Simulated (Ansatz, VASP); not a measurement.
## SiNi2: VASP beside Ansatz

```
CELL_PARAMETERS angstrom
3.81150 0.00000 0.00000
-1.90575 3.30086 0.00000
0.00000 0.00000 4.92681
ATOMIC_POSITIONS crystal
Si 0.33333 0.66667 0.75000
Si 0.66667 0.33333 0.25000
Ni 0.00000 0.00000 0.00000
Ni 0.00000 0.00000 0.50000
Ni 0.33333 0.66667 0.25000
Ni 0.66667 0.33333 0.75000
```

Change from the starting cell: strain -0.015 along x and y, +0.000 along z, atoms carried along.

Alike in both runs: task single point; functional r2SCAN; k mesh 12 × 12 × 10; occupations gaussian, width 0.15 eV; no spin polarisation.

|  | VASP | Ansatz |
| --- | --- | --- |
| version | VASP 6.6.1 | Ansatz 0.2.0 |
| potentials or method | VASP PAW PBE potentials, release 64 (Si, Ni), cutoff 520 eV | scalar-relativistic, plane waves, PAW |
| valence electrons in the cell | 48 | 80 |

```tsv
	VASP	Ansatz	Ansatz less VASP
gap on the k mesh at the Fermi level (eV)	none	none	-
pressure (GPa)	8.3	7.9	-0.32
traceless stress, the component that is largest in VASP (GPa)	-3.94	-3.87	+0.071
```

VASP's potentials were made for PBE, not for r2SCAN. A gap of «none» marks a metal or a gap that the smearing closes. VASP's potentials hold 48 valence electrons a cell and Ansatz's 80, so a difference there can come from the potentials and not from the codes.
